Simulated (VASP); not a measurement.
Write the native input for VASP 6.6.1 that does the following.

```yaml
Task: density of states
Functional: PBEsol
Potentials_or_basis: VASP PAW PBE potentials, release 64 (Zr_sv)
Cutoff: 520 eV
k_mesh: 15 × 15 × 15
Occupations: fermi-dirac, width 0.08 eV
Spin: no spin polarisation
Dipole_correction: no
k_mesh_for_the_DOS: 23 × 23 × 23
Occupations_for_the_DOS: tetrahedron
Further_INCAR_settings: ALGO = Normal; EDIFF = 1e-06
```

Zr:

```
Zr
1.0
    -1.29775    1.29775    1.29775
     1.29775   -1.29775    1.29775
     1.29775    1.29775   -1.29775
Zr
1
Direct
  0.00000 0.00000 0.00000
```

This cell differs from its parent crystal: volume scaled by 0.4.

These files were run (other wordings do the same):

POSCAR

```
Zr
1.0
   -1.2977496185      1.2977496185      1.2977496185
    1.2977496185     -1.2977496185      1.2977496185
    1.2977496185      1.2977496185     -1.2977496185
Zr
1
Direct
    0.0000000000      0.0000000000      0.0000000000
```

INCAR.step1

```
  PREC = Accurate
  ENCUT = 520
  EDIFF = 1E-6
  ISMEAR = -1
  SIGMA = 0.08
  LREAL = F
  LASPH = T
  NELM = 60
  ALGO = Normal
  ISIF = 2
  LWAVE = F
  LCHARG = T
  LMAXMIX = 4
  GGA = PS
  NBANDS = 12
```

KPOINTS.step1

```
Automatic mesh
0
Gamma
  15 15 15
```

INCAR.step2

```
  PREC = Accurate
  ENCUT = 520
  EDIFF = 1E-6
  ISMEAR = -5
  SIGMA = 0.08
  LREAL = F
  LASPH = T
  NELM = 60
  ALGO = Normal
  ISIF = 2
  LWAVE = F
  LCHARG = F
  LMAXMIX = 4
  GGA = PS
  LORBIT = 11
  NEDOS = 1001
  ICHARG = 11
```

KPOINTS.step2

```
Automatic mesh
0
Gamma
  23 23 23
```

Potentials or basis: VASP PAW PBE potentials, release 64 (Zr_sv).

Run with:

```console
$ cat potpaw_PBE.64/Zr_sv/POTCAR > POTCAR
$ cp INCAR.step1 INCAR
$ cp KPOINTS.step1 KPOINTS
$ mpirun -np 1 vasp_std > vasp.out
$ cp INCAR.step2 INCAR
$ cp KPOINTS.step2 KPOINTS
$ mpirun -np 1 vasp_std > vasp.out
```

It took 70 s on 1 thread of Intel Xeon 8259CL, with other jobs on the host, peak memory 0.17 GiB.
